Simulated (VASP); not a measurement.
# Ge (Fd-3m) in VASP: notebook

Aim: see how the results for Ge move with the level of theory and the settings. Levels: PBE, r2SCAN. Tasks: single point.

All numbers are computed with VASP 6.6.1; they aren't measurements. Logs are shortened: lines on timing, memory, paths and dates and some standing lists are left out, and cuts for length are marked.

### Step 1. The cell of the first run

The structure is cubic, space group Fd-3m (No. 227). Conventional cell: a = 5.660 Å, b = 5.660 Å, c = 5.660 Å, α = 90.00°, β = 90.00°, γ = 90.00°. Ge (site symmetry -43m) has 4 Ge at 2.45 Å within 3.2 Å.

### Step 2. Single point, PBE

INCAR reads:

```
SYSTEM = Ge
ALGO = Normal ; EDIFF = 1E-6
ENCUT = 520 ; GGA = PE
ISIF = 2 ; ISMEAR = 0
LASPH = .True. ; LCHARG = .False.
LREAL = .False. ; LWAVE = .False.
NBANDS = 21 ; NELM = 80
PREC = Accurate ; SIGMA = 0.05
```

KPOINTS reads:

```
k-points
0
Gamma
  6 6 6
  0 0 0
```

POSCAR reads:

```
Ge
1.0
    0.0000000000      2.8300000000      2.8300000000
    2.8300000000      0.0000000000      2.8300000000
    2.8300000000      2.8300000000      0.0000000000
Ge
2
Direct
    0.5000000000      0.5000000000      0.5000000000
    0.7500000000      0.7500000000      0.7500000000
```

Potentials or basis: VASP PAW PBE potentials, release 64 (Ge_d).

Run with:

```bash
> cat potpaw_PBE.64/Ge_d/POTCAR > POTCAR
> mpirun -np 1 vasp_std > vasp.out
```

OUTCAR:

```text
SYSTEM = Ge
   EDIFF = 1E-6
   ENCUT = 520
   GGA = PE
   ISIF = 2
   ISMEAR = 0
   LASPH = .True.
   LREAL = .False.
   NELM = 80
   PREC = Accurate

 ion  position               nearest neighbor table
   1  0.500  0.500  0.500-   2 2.45   2 2.45   2 2.45   2 2.45
   2  0.750  0.750  0.750-   1 2.45   1 2.45   1 2.45   1 2.45

  LATTYP: Found a face centered cubic cell.
 ALAT       =     5.6600000000

  Lattice vectors:

 A1 = (   0.0000000000,   2.8300000000,   2.8300000000)
 A2 = (   2.8300000000,   0.0000000000,   2.8300000000)
 A3 = (   2.8300000000,   2.8300000000,   0.0000000000)

Analysis of symmetry for initial positions (statically):
=====================================================================
 Subroutine PRICEL returns:
 Original cell was already a primitive cell.

 Routine SETGRP: Setting up the symmetry group for a
 face centered cubic supercell.

 Subroutine GETGRP returns: Found 48 space group operations
 (whereof 24 operations were pure point group operations)
 out of a pool of 48 trial point group operations.

The static configuration has the point symmetry T_d .
 The point group associated with its full space group is O_h .

Analysis of symmetry for dynamics (positions and initial velocities):
=====================================================================
 Subroutine PRICEL returns:
 Original cell was already a primitive cell.

 Routine SETGRP: Setting up the symmetry group for a
 face centered cubic supercell.

 Subroutine GETGRP returns: Found 48 space group operations
 (whereof 24 operations were pure point group operations)
 out of a pool of 48 trial point group operations.

The dynamic configuration has the point symmetry T_d .
 The point group associated with its full space group is O_h .

 Subroutine INISYM returns: Found 48 space group operations
 (whereof 24 operations are pure point group operations),
 and found     1 'primitive' translations

----------------------------------------------------------------------------------------

                                     Primitive cell

  volume of cell :      45.3304

  direct lattice vectors                    reciprocal lattice vectors
     0.000000000  2.830000000  2.830000000    -0.176678445  0.176678445  0.176678445
     2.830000000  0.000000000  2.830000000     0.176678445 -0.176678445  0.176678445
     2.830000000  2.830000000  0.000000000     0.176678445  0.176678445 -0.176678445

  length of vectors
     4.002224382  4.002224382  4.002224382     0.306016044  0.306016044  0.306016044

  position of ions in fractional coordinates (direct lattice)
     0.500000000  0.500000000  0.500000000
     0.750000000  0.750000000  0.750000000

  ion indices of the primitive-cell ions
   primitive index   ion index
                 1           1
                 2           2

----------------------------------------------------------------------------------------

 KPOINTS: k-points

Automatic generation of k-mesh.
 Grid dimensions read from file:
 generate k-points for:    6    6    6

 Generating k-lattice:

  Cartesian coordinates                     Fractional coordinates (reciprocal lattice)
    -0.029446408  0.029446408  0.029446408     0.166666667  0.000000000  0.000000000
     0.029446408 -0.029446408  0.029446408     0.000000000  0.166666667  0.000000000
     0.029446408  0.029446408 -0.029446408     0.000000000  0.000000000  0.166666667

  Length of vectors
     0.051002674  0.051002674  0.051002674

  Shift w.r.t. Gamma in fractional coordinates (k-lattice)
     0.000000000  0.000000000  0.000000000

 Subroutine IBZKPT returns following result:
 ===========================================

 Found     16 irreducible k-points:

 Following reciprocal coordinates:
            Coordinates               Weight
  0.000000  0.000000  0.000000      1.000000
  0.166667  0.000000  0.000000      8.000000
  0.333333  0.000000  0.000000      8.000000
  0.500000  0.000000  0.000000      4.000000
  0.166667  0.166667  0.000000      6.000000
  0.333333  0.166667  0.000000     24.000000
[... 8 lines left out ...]
 -0.333333  0.333333  0.166667     24.000000
 -0.333333  0.500000  0.166667     12.000000
   k-points           NKPTS =     16   k-points in BZ     NKDIM =     16   number of bands    NBANDS=     21
   number of dos      NEDOS =    301   number of ions     NIONS =      2
   total plane-waves  NPLWV =  27000
   dimension x,y,z NGX =    30 NGY =   30 NGZ =   30
   dimension x,y,z NGXF=    60 NGYF=   60 NGZF=   60
   ions per type =               2
   NGX,Y,Z   is equivalent  to a cutoff of  12.46, 12.46, 12.46 a.u.
   NGXF,Y,Z  is equivalent  to a cutoff of  24.92, 24.92, 24.92 a.u.
 SYSTEM =  Ge
   PREC   = accura    normal or accurate (medium, high low for compatibility)
   ISTART =      0    job   : 0-new  1-cont  2-samecut
   ICHARG =      2    charge: 1-file 2-atom 10-const
   ISPIN  =      1    spin polarized calculation?
   LNONCOLLINEAR =      F non collinear calculations
   LSORBIT =      F    spin-orbit coupling
   LASPH  =      T    aspherical Exc in radial PAW
   ENCUT  =  520.0 eV  38.22 Ry    6.18 a.u.   7.44  7.44  7.44*2*pi/ulx,y,z
   NELM   =     80;   NELMIN=  2; NELMDL= -5     # of ELM steps
   EDIFF  = 0.1E-05   stopping-criterion for ELM
   LREAL  =      F    real-space projection
   EDIFFG = 0.1E-04   stopping-criterion for IOM
   NSW    =      0    number of steps for IOM
   IBRION =     -1    ionic relax: 0-MD 1-quasi-New 2-CG
   NFREE  =      0    steps in history (QN), initial steepest desc. (CG)
   ISIF   =      2    stress and relaxation
   ISYM   =      2    0-nonsym 1-usesym 2-fastsym
   POTIM  = 0.5000    time-step for ionic-motion
   TEBEG  =    0.0;   TEEND  =   0.0 temperature during run
   PSTRESS=    0.0 pullay stress
   NELECT =      28.0000    total number of electrons
   NUPDOWN=      -1.0000    fix difference up-down
   EMIN   =  10.00;   EMAX   =-10.00  energy-range for DOS
   EFERMI =   0.00;   METHOD = LEGACY
   ISMEAR =     0;   SIGMA  =   0.05  broadening in eV -4-tet -1-fermi 0-gaus
   EFERMI_NEDOS =   21; number of points for ismear=-14 and -15
   IALGO  =     38    algorithm
   IMIX   =      4    mixing-type and parameters
     AMIX     =   0.40;   BMIX     =  1.00
     AMIX_MAG =   1.60;   BMIX_MAG =  1.00
  volume/ion in A,a.u.               =      22.67       152.95
  Fermi-wavevector in a.u.,A,eV,Ry     =   1.394219  2.634692 26.447648  1.943847
  Thomas-Fermi vector in A             =   2.517790
   LORBIT       =      0    0 simple, 1 ext, 2 COOP (PROOUT), +10 PAW based schemes
   GGA     = PE    functional components
   LHFCALC =     F    Hartree Fock is set to
   AEXX    =    0.0000 exact exchange contribution
   IVDW    =     0    specifies the selected vdW correction
   LEPSILON=     F    determine dielectric tensor
   LRPA    =     F    only Hartree local field effects (RPA)
 non-spin polarized calculation
 Gauss-broadening in eV      SIGMA  =   0.05
  energy-cutoff  :      520.00
  volume of cell :       45.33
 maximum number of plane-waves:      1243
 NGX is ok and might be reduce to    30
   NGX = 15   NGY = 15   NGZ = 15

 number of electron      28.0000021 magnetization

 Free energy of the ion-electron system (eV)
  ---------------------------------------------------
  ext. energy  EPLUGINS =         0.00000000
  ---------------------------------------------------
  free energy    TOTEN  =        -8.96609337 eV

  energy without entropy =       -8.96569866  energy(sigma->0) =       -8.96589602

 E-fermi :   5.0220     XC(G=0):  -9.9117

 val. band max:        5.0159391603   @ k =   0.0000   0.0000   0.0000
 cond. band min:       5.1711732648   @ k =   0.5000   0.0000   0.0000
 fundamental gap:      0.1552341045
 Fermi energy:         5.0219953264

 k-point     1 :       0.0000    0.0000    0.0000
  band No.  band energies     occupation
      1     -19.8198      2.00000
      2     -19.8198      2.00000
      3     -19.8198      2.00000
      4     -19.7840      2.00000
      5     -19.7840      2.00000
      6     -19.5739      2.00000
[... 13 lines left out ...]
     20      14.4651      0.00000
     21      14.4651      0.00000

 k-point     2 :       0.1667    0.0000    0.0000
  band No.  band energies     occupation
      1     -19.8317      2.00000
      2     -19.8317      2.00000
      3     -19.8156      2.00000
      4     -19.7666      2.00000
      5     -19.7666      2.00000
      6     -19.5909      2.00000
[... 13 lines left out ...]
     20      13.3381      0.00000
     21      13.3381      0.00000

 k-point     3 :       0.3333    0.0000    0.0000
  band No.  band energies     occupation
      1     -19.8419      2.00000
      2     -19.8419      2.00000
      3     -19.8068      2.00000
      4     -19.7475      2.00000
      5     -19.7475      2.00000
      6     -19.6050      2.00000
[... 13 lines left out ...]
     20      13.9608      0.00000
     21      13.9608      0.00000

 k-point     4 :       0.5000    0.0000    0.0000
  band No.  band energies     occupation
      1     -19.8442      2.00000
      2     -19.8442      2.00000
      3     -19.8023      2.00000
      4     -19.7422      2.00000
      5     -19.7422      2.00000
      6     -19.6082      2.00000
[... 13 lines left out ...]
     20      16.0672      0.00000
     21      16.2061      0.00000

 k-point     5 :       0.1667    0.1667    0.0000
  band No.  band energies     occupation
      1     -19.8293      2.00000
      2     -19.8293      2.00000
      3     -19.8289      2.00000
      4     -19.7683      2.00000
      5     -19.7465      2.00000
      6     -19.6246      2.00000
[... 13 lines left out ...]
     20      13.3961      0.00000
     21      14.9371      0.00000
[... 190 lines left out ...]
     20      16.5914      0.00000
     21      17.8256      0.00000

 k-point    14 :       0.5000    0.3333    0.1667
  band No.  band energies     occupation
      1     -19.8591      2.00000
      2     -19.8560      2.00000
      3     -19.7810      2.00000
      4     -19.7272      2.00000
      5     -19.6930      2.00000
      6     -19.6769      2.00000
[... 13 lines left out ...]
     20      14.9337      0.00000
     21      17.3893      0.00000

 k-point    15 :      -0.3333    0.3333    0.1667
  band No.  band energies     occupation
      1     -19.8691      2.00000
      2     -19.8589      2.00000
      3     -19.7590      2.00000
      4     -19.7092      2.00000
      5     -19.6867      2.00000
      6     -19.6787      2.00000
[... 13 lines left out ...]
     20      16.7817      0.00000
     21      16.9047      0.00000

 k-point    16 :      -0.3333    0.5000    0.1667
  band No.  band energies     occupation
      1     -19.8645      2.00000
      2     -19.8645      2.00000
      3     -19.7388      2.00000
      4     -19.7388      2.00000
      5     -19.6732      2.00000
      6     -19.6732      2.00000
[... 13 lines left out ...]
     20      16.0268      0.00000
     21      17.9283      0.00000

------------------------ aborting loop because EDIFF is reached ----------------------------------------

  FORCE on cell =-STRESS in cart. coord.  units (eV):
  Direction    XX          YY          ZZ          XY          YZ          ZX
  --------------------------------------------------------------------------------------
  -------------------------------------------------------------------------------------
  Total        0.9857959      0.9857959      0.9857959      0.0000000     -0.0000000      0.0000000
  in kB       34.8424173     34.8424173     34.8424173      0.0000000     -0.0000000      0.0000000
  external PRESSURE =      34.8424173 kB  Pullay stress =       0.0000000 kB

 VOLUME and BASIS-vectors are now :
 -----------------------------------------------------------------------------
  energy-cutoff  :      520.00
  volume of cell :       45.33
      direct lattice vectors                 reciprocal lattice vectors
     0.000000000  2.830000000  2.830000000    -0.176678445  0.176678445  0.176678445
     2.830000000  0.000000000  2.830000000     0.176678445 -0.176678445  0.176678445
     2.830000000  2.830000000  0.000000000     0.176678445  0.176678445 -0.176678445

 POSITION                                       TOTAL-FORCE (eV/Angst)
 -----------------------------------------------------------------------------------
      2.83000      2.83000      2.83000        -0.000000     -0.000000      0.000000
      4.24500      4.24500      4.24500         0.000000      0.000000     -0.000000
 -----------------------------------------------------------------------------------
    total drift:                                0.000000     -0.000000     -0.000000

  FREE ENERGIE OF THE ION-ELECTRON SYSTEM (eV)
  ---------------------------------------------------
  free  energy   TOTEN  =        -8.9660933743 eV

  energy  without entropy=       -8.9656986602  energy(sigma->0) =       -8.96589602
```

Run time: 6.8 s. Hardware: 1 thread of Intel Xeon 6975P-C (Granite Rapids), shared host; peak memory 0.16 GiB.

Results:

* Free energy: -8.9661 eV
* Pressure: 3.5 GPa

Levels at points of the mesh, in eV from the Fermi level:
| k point | band 11 | band 12 | band 13 | band 14 | band 15 | band 16 | band 17 | band 18 |
| --- | --- | --- | --- | --- | --- | --- | --- | --- |
| (0.00, 0.00, 0.00) | -12.79 | -0.03 | -0.03 | -0.03 | -0.01 | 2.52 | 2.52 | 2.52 |
| (0.50, 0.00, 0.00) | -10.71 | -7.62 | -1.44 | -1.44 | 0.15 | 3.71 | 3.71 | 7.10 |
| (0.50, 0.50, 0.00) | -8.91 | -8.91 | -3.10 | -3.10 | 0.72 | 0.72 | 9.48 | 9.48 |

### Step 3. Single point, PBE

This run uses another cell than the first one, of 23.98 Å³/atom, 1.058 times its volume.

INCAR reads:

```
ALGO     = Normal         # electronic algorithm
EDIFF    = 1E-7           # SCF threshold, eV
ENCUT    = 520            # plane-wave cutoff, eV
GGA      = PE             # functional
ISIF     = 2              # what is computed and relaxed
ISMEAR   = 0              # smearing method
LASPH    = True           # aspherical terms in the spheres
LCHARG   = False          # write CHGCAR
LREAL    = False          # projectors in reciprocal space
LWAVE    = False          # write WAVECAR
NBANDS   = 21             # bands
NELM     = 100            # most SCF steps
PREC     = Accurate       # precision mode
SIGMA    = 0.05           # smearing width, eV
```

KPOINTS reads:

```
k-points
0
Gamma
  6 6 6
```

POSCAR reads:

```
Ge
1.0
    0.0000000000      2.8836883170      2.8836883170
    2.8836883170      0.0000000000      2.8836883170
    2.8836883170      2.8836883170      0.0000000000
Ge
2
Direct
    0.5000000000      0.5000000000      0.5000000000
    0.7500000000      0.7500000000      0.7500000000
```

Potentials or basis: VASP PAW PBE potentials, release 64 (Ge_d).

Run with:

```bash
> cat potpaw_PBE.64/Ge_d/POTCAR > POTCAR
> mpirun -np 1 vasp_std > vasp.out
```

Wall time 7.4 s (1 thread of Intel Xeon 6975P-C (Granite Rapids), shared host); peak memory 0.16 GiB.

Results (log left out):

```yaml
Free_energy: -8.9935 eV
Pressure: -0.1 GPa
Band_gap_on_the_k_mesh: zero (filled and empty bands touch)
```

Levels at points of the mesh, in eV from the Fermi level:
| k point | band 11 | band 12 | band 13 | band 14 | band 15 | band 16 | band 17 | band 18 |
| --- | --- | --- | --- | --- | --- | --- | --- | --- |
| (0.00, 0.00, 0.00) | -12.34 | -0.47 | 0.01 | 0.01 | 0.01 | 2.54 | 2.54 | 2.54 |
| (0.50, 0.00, 0.00) | -10.38 | -7.33 | -1.31 | -1.31 | 0.03 | 3.72 | 3.72 | 7.11 |
| (0.50, 0.50, 0.00) | -8.67 | -8.67 | -2.87 | -2.87 | 0.83 | 0.83 | 9.06 | 9.06 |

[end of part 1 of 2]
